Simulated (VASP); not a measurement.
# MgO (Pm-3n) in VASP: single point with LDA

Aim: the single point of MgO with LDA.

Everything below comes from runs of VASP 6.6.1. Logs are shortened: lines on timing, memory, paths and dates and some standing lists are left out, and cuts for length are marked.

## Step 1: The cell of the first run

Symmetry: Pm-3n, No. 223, cubic system. Conventional cell: a = 5.641 Å, b = 5.641 Å, c = 5.641 Å, α = 90.00°, β = 90.00°, γ = 90.00°. Mg (site symmetry -4m2) has 4 O at 1.99 Å within 2.6 Å. Within 2.6 Å of O (site symmetry -4m2) lie 4 Mg at 1.99 Å.

## Step 2: Single point, LDA

File INCAR:

```
SYSTEM = MgO
PREC = Accurate
ENCUT = 520
EDIFF = 1E-7
ISMEAR = 0
SIGMA = 0.01
LREAL = .FALSE.
LASPH = .TRUE.
NELM = 100
ALGO = Normal
ISIF = 2
LWAVE = .FALSE.
LCHARG = .FALSE.
GGA = CA
NBANDS = 36
```

File KPOINTS:

```
regular mesh
0
G
  3 3 3
  0 0 0
```

File POSCAR:

```
MgO
1.0
    5.6405780000      0.0000000000      0.0000000000
    0.0000000000      5.6405780000      0.0000000000
    0.0000000000      0.0000000000      5.6405780000
Mg O
6 6
Direct
    0.2500000000      0.0000000000      0.5000000000
    0.0000000000      0.5000000000      0.2500000000
    0.5000000000      0.7500000000      0.0000000000
    0.7500000000      0.0000000000      0.5000000000
    0.0000000000      0.5000000000      0.7500000000
    0.5000000000      0.2500000000      0.0000000000
    0.2500000000      0.5000000000      0.0000000000
    0.5000000000      0.0000000000      0.2500000000
    0.0000000000      0.7500000000      0.5000000000
    0.7500000000      0.5000000000      0.0000000000
    0.5000000000      0.0000000000      0.7500000000
    0.0000000000      0.2500000000      0.5000000000
```

Potentials or basis: VASP PAW LDA potentials, release 64 (Mg, O).

Started as:

```console
$ cat potpaw_LDA.64/Mg/POTCAR potpaw_LDA.64/O/POTCAR > POTCAR
$ mpirun -np 1 vasp_std > vasp.out
```

OUTCAR:

```text
SYSTEM = MgO
   PREC = Accurate
   ENCUT = 520
   EDIFF = 1E-7
   ISMEAR = 0
   LREAL = .FALSE.
   LASPH = .TRUE.
   NELM = 100
   ISIF = 2
   GGA = CA

 ion  position               nearest neighbor table
   1  0.250  0.000  0.500-   8 1.99   9 1.99  11 1.99  12 1.99   4 2.82   4 2.82   2 3.45   5 3.45
                             6 3.45   3 3.45   6 3.45   2 3.45   5 3.45   3 3.45
   2  0.000  0.500  0.250-   7 1.99   9 1.99  10 1.99  12 1.99   5 2.82   5 2.82   4 3.45   1 3.45
                             6 3.45   3 3.45   1 3.45   4 3.45   3 3.45   6 3.45
   3  0.500  0.750  0.000-   7 1.99   8 1.99  10 1.99  11 1.99   6 2.82   6 2.82   4 3.45   5 3.45
                             1 3.45   1 3.45   4 3.45   2 3.45   2 3.45   5 3.45
   4  0.750  0.000  0.500-   8 1.99   9 1.99  11 1.99  12 1.99   1 2.82   1 2.82   3 3.45   5 3.45
                             6 3.45   3 3.45   6 3.45   2 3.45   5 3.45   2 3.45
   5  0.000  0.500  0.750-   7 1.99   9 1.99  10 1.99  12 1.99   2 2.82   2 2.82   3 3.45   4 3.45
                             6 3.45   1 3.45   1 3.45   4 3.45   3 3.45   6 3.45
   6  0.500  0.250  0.000-   7 1.99   8 1.99  10 1.99  11 1.99   3 2.82   3 2.82   1 3.45   4 3.45
                             5 3.45   1 3.45   4 3.45   2 3.45   2 3.45   5 3.45
   7  0.250  0.500  0.000-   2 1.99   3 1.99   5 1.99   6 1.99
   8  0.500  0.000  0.250-   1 1.99   3 1.99   4 1.99   6 1.99
   9  0.000  0.750  0.500-   1 1.99   2 1.99   4 1.99   5 1.99
  10  0.750  0.500  0.000-   2 1.99   3 1.99   5 1.99   6 1.99
  11  0.500  0.000  0.750-   1 1.99   3 1.99   4 1.99   6 1.99
  12  0.000  0.250  0.500-   1 1.99   2 1.99   4 1.99   5 1.99

  LATTYP: Found a simple cubic cell.
 ALAT       =     5.6405780000

  Lattice vectors:

 A1 = (   5.6405780000,   0.0000000000,   0.0000000000)
 A2 = (   0.0000000000,   5.6405780000,   0.0000000000)
 A3 = (   0.0000000000,   0.0000000000,   5.6405780000)

Analysis of symmetry for initial positions (statically):
=====================================================================
 Subroutine PRICEL returns:
 Original cell was already a primitive cell.

 Routine SETGRP: Setting up the symmetry group for a
 simple cubic supercell.

 Subroutine GETGRP returns: Found 48 space group operations
 (whereof 24 operations were pure point group operations)
 out of a pool of 48 trial point group operations.

The static configuration has the point symmetry T_h .
 The point group associated with its full space group is O_h .

Analysis of symmetry for dynamics (positions and initial velocities):
=====================================================================
 Subroutine PRICEL returns:
 Original cell was already a primitive cell.

 Routine SETGRP: Setting up the symmetry group for a
 simple cubic supercell.

 Subroutine GETGRP returns: Found 48 space group operations
 (whereof 24 operations were pure point group operations)
 out of a pool of 48 trial point group operations.

The dynamic configuration has the point symmetry T_h .
 The point group associated with its full space group is O_h .

 Subroutine INISYM returns: Found 48 space group operations
 (whereof 24 operations are pure point group operations),
 and found     1 'primitive' translations

----------------------------------------------------------------------------------------

                                     Primitive cell

  volume of cell :     179.4613

  direct lattice vectors                    reciprocal lattice vectors
     5.640578000  0.000000000  0.000000000     0.177286796  0.000000000  0.000000000
     0.000000000  5.640578000  0.000000000     0.000000000  0.177286796  0.000000000
     0.000000000  0.000000000  5.640578000     0.000000000  0.000000000  0.177286796

  length of vectors
     5.640578000  5.640578000  5.640578000     0.177286796  0.177286796  0.177286796

  position of ions in fractional coordinates (direct lattice)
     0.250000000  0.000000000  0.500000000
     0.000000000  0.500000000  0.250000000
     0.500000000  0.750000000  0.000000000
     0.750000000  0.000000000  0.500000000
     0.000000000  0.500000000  0.750000000
     0.500000000  0.250000000  0.000000000
     0.250000000  0.500000000  0.000000000
     0.500000000  0.000000000  0.250000000
     0.000000000  0.750000000  0.500000000
     0.750000000  0.500000000  0.000000000
     0.500000000  0.000000000  0.750000000
     0.000000000  0.250000000  0.500000000

  ion indices of the primitive-cell ions
   primitive index   ion index
                 1           1
                 2           2
                 3           3
                 4           4
                 5           5
                 6           6
                 7           7
                 8           8
                 9           9
                10          10
                11          11
                12          12

----------------------------------------------------------------------------------------

 KPOINTS: regular mesh

Automatic generation of k-mesh.
 Grid dimensions read from file:
 generate k-points for:    3    3    3

 Generating k-lattice:

  Cartesian coordinates                     Fractional coordinates (reciprocal lattice)
     0.059095599  0.000000000  0.000000000     0.333333333  0.000000000  0.000000000
     0.000000000  0.059095599  0.000000000     0.000000000  0.333333333  0.000000000
     0.000000000  0.000000000  0.059095599     0.000000000  0.000000000  0.333333333

  Length of vectors
     0.059095599  0.059095599  0.059095599

  Shift w.r.t. Gamma in fractional coordinates (k-lattice)
     0.000000000  0.000000000  0.000000000

 Subroutine IBZKPT returns following result:
 ===========================================

 Found      4 irreducible k-points:

 Following reciprocal coordinates:
            Coordinates               Weight
  0.000000  0.000000  0.000000      1.000000
  0.333333  0.000000  0.000000      6.000000
  0.333333  0.333333  0.000000     12.000000
  0.333333  0.333333  0.333333      8.000000
   k-points           NKPTS =      4   k-points in BZ     NKDIM =      4   number of bands    NBANDS=     36
   number of dos      NEDOS =    301   number of ions     NIONS =     12
   total plane-waves  NPLWV =  74088
   dimension x,y,z NGX =    42 NGY =   42 NGZ =   42
   dimension x,y,z NGXF=    84 NGYF=   84 NGZF=   84
   ions per type =               6   6
   NGX,Y,Z   is equivalent  to a cutoff of  12.38, 12.38, 12.38 a.u.
   NGXF,Y,Z  is equivalent  to a cutoff of  24.76, 24.76, 24.76 a.u.
 SYSTEM =  MgO
   PREC   = accura    normal or accurate (medium, high low for compatibility)
   ISTART =      0    job   : 0-new  1-cont  2-samecut
   ICHARG =      2    charge: 1-file 2-atom 10-const
   ISPIN  =      1    spin polarized calculation?
   LNONCOLLINEAR =      F non collinear calculations
   LSORBIT =      F    spin-orbit coupling
   LASPH  =      T    aspherical Exc in radial PAW
   ENCUT  =  520.0 eV  38.22 Ry    6.18 a.u.  10.49 10.49 10.49*2*pi/ulx,y,z
   NELM   =    100;   NELMIN=  2; NELMDL= -5     # of ELM steps
   EDIFF  = 0.1E-06   stopping-criterion for ELM
   LREAL  =      F    real-space projection
   EDIFFG = 0.1E-05   stopping-criterion for IOM
   NSW    =      0    number of steps for IOM
   IBRION =     -1    ionic relax: 0-MD 1-quasi-New 2-CG
   NFREE  =      0    steps in history (QN), initial steepest desc. (CG)
   ISIF   =      2    stress and relaxation
   ISYM   =      2    0-nonsym 1-usesym 2-fastsym
   POTIM  = 0.5000    time-step for ionic-motion
   TEBEG  =    0.0;   TEEND  =   0.0 temperature during run
   PSTRESS=    0.0 pullay stress
   NELECT =      48.0000    total number of electrons
   NUPDOWN=      -1.0000    fix difference up-down
   EMIN   =  10.00;   EMAX   =-10.00  energy-range for DOS
   EFERMI =   0.00;   METHOD = LEGACY
   ISMEAR =     0;   SIGMA  =   0.01  broadening in eV -4-tet -1-fermi 0-gaus
   EFERMI_NEDOS =   21; number of points for ismear=-14 and -15
   IALGO  =     38    algorithm
   IMIX   =      4    mixing-type and parameters
     AMIX     =   0.40;   BMIX     =  1.00
     AMIX_MAG =   1.60;   BMIX_MAG =  1.00
  volume/ion in A,a.u.               =      14.96       100.92
  Fermi-wavevector in a.u.,A,eV,Ry     =   1.054787  1.993259 15.137524  1.112577
  Thomas-Fermi vector in A             =   2.189961
   LORBIT       =      0    0 simple, 1 ext, 2 COOP (PROOUT), +10 PAW based schemes
   GGA     = CA    functional components
   LHFCALC =     F    Hartree Fock is set to
   AEXX    =    0.0000 exact exchange contribution
   IVDW    =     0    specifies the selected vdW correction
   LEPSILON=     F    determine dielectric tensor
   LRPA    =     F    only Hartree local field effects (RPA)
 non-spin polarized calculation
 Gauss-broadening in eV      SIGMA  =   0.01
  energy-cutoff  :      520.00
  volume of cell :      179.46
 maximum number of plane-waves:      4853
 NGX is ok and might be reduce to    42
   NGX = 21   NGY = 21   NGZ = 21

 number of electron      47.9999956 magnetization

 Free energy of the ion-electron system (eV)
  ---------------------------------------------------
  ext. energy  EPLUGINS =         0.00000000
  ---------------------------------------------------
  free energy    TOTEN  =       -77.17034035 eV

  energy without entropy =      -77.17034035  energy(sigma->0) =      -77.17034035

 E-fermi :  -0.4278     XC(G=0):  -8.9377

 val. band max:       -0.5368762451   @ k =   0.0000   0.0000   0.0000
 cond. band min:       2.1923603271   @ k =   0.0000   0.0000   0.0000
 fundamental gap:      2.7292365722
 Fermi energy:        -0.4278388333

 k-point     1 :       0.0000    0.0000    0.0000
  band No.  band energies     occupation
      1     -16.2631      2.00000
      2     -15.8248      2.00000
      3     -15.8248      2.00000
      4     -15.3806      2.00000
      5     -15.3806      2.00000
      6     -15.3806      2.00000
[... 28 lines left out ...]
     35       9.5526      0.00000
     36       9.5526      0.00000

 k-point     2 :       0.3333    0.0000    0.0000
  band No.  band energies     occupation
      1     -16.1499      2.00000
      2     -15.9295      2.00000
      3     -15.7294      2.00000
      4     -15.5096      2.00000
      5     -15.3803      2.00000
      6     -15.3803      2.00000
[... 28 lines left out ...]
     35       9.7347      0.00000
     36       9.8150      0.00000

 k-point     3 :       0.3333    0.3333    0.0000
  band No.  band energies     occupation
      1     -16.0524      2.00000
      2     -15.8919      2.00000
      3     -15.7416      2.00000
      4     -15.5555      2.00000
      5     -15.4825      2.00000
      6     -15.3799      2.00000
[... 28 lines left out ...]
     35       9.6753      0.00000
     36      10.0513      0.00000

 k-point     4 :       0.3333    0.3333    0.3333
  band No.  band energies     occupation
      1     -15.9485      2.00000
      2     -15.7939      2.00000
      3     -15.7939      2.00000
      4     -15.5451      2.00000
      5     -15.5451      2.00000
      6     -15.5016      2.00000
[... 28 lines left out ...]
     35      10.1511      0.00000
     36      10.7941      0.00000

------------------------ aborting loop because EDIFF is reached ----------------------------------------

  FORCE on cell =-STRESS in cart. coord.  units (eV):
  Direction    XX          YY          ZZ          XY          YZ          ZX
  --------------------------------------------------------------------------------------
  -------------------------------------------------------------------------------------
  Total       -7.3629285     -7.3629285     -7.3629285      0.0000000      0.0000000     -0.0000000
  in kB      -65.7340420    -65.7340420    -65.7340420      0.0000000      0.0000000     -0.0000000
  external PRESSURE =     -65.7340420 kB  Pullay stress =       0.0000000 kB

 VOLUME and BASIS-vectors are now :
 -----------------------------------------------------------------------------
  energy-cutoff  :      520.00
  volume of cell :      179.46
      direct lattice vectors                 reciprocal lattice vectors
     5.640578000  0.000000000  0.000000000     0.177286796  0.000000000  0.000000000
     0.000000000  5.640578000  0.000000000     0.000000000  0.177286796  0.000000000
     0.000000000  0.000000000  5.640578000     0.000000000  0.000000000  0.177286796

 POSITION                                       TOTAL-FORCE (eV/Angst)
 -----------------------------------------------------------------------------------
      1.41014      0.00000      2.82029         0.000000     -0.000000      0.000000
      0.00000      2.82029      1.41014        -0.000000     -0.000000     -0.000000
      2.82029      4.23043      0.00000        -0.000000      0.000000      0.000000
      4.23043      0.00000      2.82029        -0.000000     -0.000000      0.000000
      0.00000      2.82029      4.23043        -0.000000     -0.000000      0.000000
      2.82029      1.41014      0.00000         0.000000     -0.000000      0.000000
      1.41014      2.82029      0.00000         0.000000     -0.000000     -0.000000
      2.82029      0.00000      1.41014         0.000000      0.000000     -0.000000
      0.00000      4.23043      2.82029         0.000000      0.000000      0.000000
      4.23043      2.82029      0.00000        -0.000000     -0.000000      0.000000
      2.82029      0.00000      4.23043         0.000000      0.000000      0.000000
      0.00000      1.41014      2.82029         0.000000     -0.000000     -0.000000
 -----------------------------------------------------------------------------------
    total drift:                                0.000000      0.000000     -0.000000

  FREE ENERGIE OF THE ION-ELECTRON SYSTEM (eV)
  ---------------------------------------------------
  free  energy   TOTEN  =       -77.1703403533 eV

  energy  without entropy=      -77.1703403533  energy(sigma->0) =      -77.17034035
```

It took 30 s on 1 thread of Intel Xeon Platinum 8375C at 2.90GHz (Ice Lake), shared host; peak memory 0.21 GiB.

What came out:

```
Free energy            : -77.1703 eV
Pressure               : -6.6 GPa
Band gap on the k mesh : 2.73 eV, direct
```

Levels at points of the mesh, in eV from the valence-band top:
| k point | band 20 | band 21 | band 22 | band 23 | band 24 | band 25 | band 26 | band 27 | band 28 | band 29 |
| --- | --- | --- | --- | --- | --- | --- | --- | --- | --- | --- |
| (0.00, 0.00, 0.00) | -0.61 | -0.61 | 0.00 | 0.00 | 0.00 | 2.73 | 5.82 | 7.75 | 7.75 | 7.75 |
